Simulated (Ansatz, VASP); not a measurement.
Sb2S in VASP and in Ansatz

Contents of INCAR:

```
SYSTEM = Sb2S
ALGO = Normal
EDIFF = 1E-6
EDIFFG = -0.01
ENCUT = 600
GGA = PE
IBRION = 2
ISIF = 3
ISMEAR = 0
LASPH = .TRUE.
LCHARG = .FALSE.
LREAL = .FALSE.
LWAVE = .FALSE.
NELM = 100
NSW = 100
PREC = Accurate
SIGMA = 0.1
```

File KPOINTS:

```
k-points
0
G
  18 18 6
  0 0 0
```

POSCAR

```
Sb2S
1.0
    3.3369129368      0.0000000000      0.0000000000
   -1.6684564684      2.8898513735      0.0000000000
    0.0000000000      0.0000000000      8.1681754289
Sb S
2 1
Direct
    0.0000000000      0.0000000000      0.1896822785
    0.0000000000      0.0000000000      0.8103177215
    0.0000000000      0.0000000000      0.5000000000
```

Input for Ansatz:

```yaml
crystal:
  lattice:
    - [3.3369129368, 0.0, 0.0]
    - [-1.6684564684, 2.8898513735, 0.0]
    - [0.0, 0.0, 8.1681754289]
  atoms:
    - { symbol: Sb, position: [0.0, 0.0, 0.1896822785] }
    - { symbol: Sb, position: [0.0, 0.0, 0.8103177215] }
    - { symbol: S, position: [0.0, 0.0, 0.5] }
basis:
  ecutwfc: 420
kpoints:
  mp_grid: { grid: [18, 18, 6] }
hamiltonian:
  xc: pbe
scf:
  occupations: { method: gaussian, width: 0.1 }
output:
  forces: true
  stress: true
  eigenvalues: true
relax:
  adjacent_minimum: "off"
  f_tol: 0.01
  max_steps: 80
  cell: { stress_tol: 0.05 }
```

Alike in both runs: task relaxation of cell and atoms; functional PBE; k mesh 18 × 18 × 6; occupations gaussian, width 0.1 eV; no spin polarisation.

```csv
,VASP,Ansatz
version,VASP 6.6.1,Ansatz 0.2.0
potentials or method,"VASP PAW PBE potentials, release 64 (Sb, S), cutoff 600 eV","scalar-relativistic, plane waves, PAW"
valence electrons in the cell,16,36
```

```csv
,VASP,Ansatz,Ansatz less VASP
"gap on the k mesh at the Fermi level, each at its own relaxed structure (eV)",none,none,-
relaxed volume (Å³/atom),26.34,26.37,+0.030
relaxed length of the cell vector where the two differ most in proportion (Å),8.261,8.271,+0.0103
```

A gap of «none» marks a metal or a gap that the smearing closes. VASP's potentials hold 16 valence electrons a cell and Ansatz's 36, so a difference there can come from the potentials and not from the codes.

Spin-orbit coupling is off throughout.
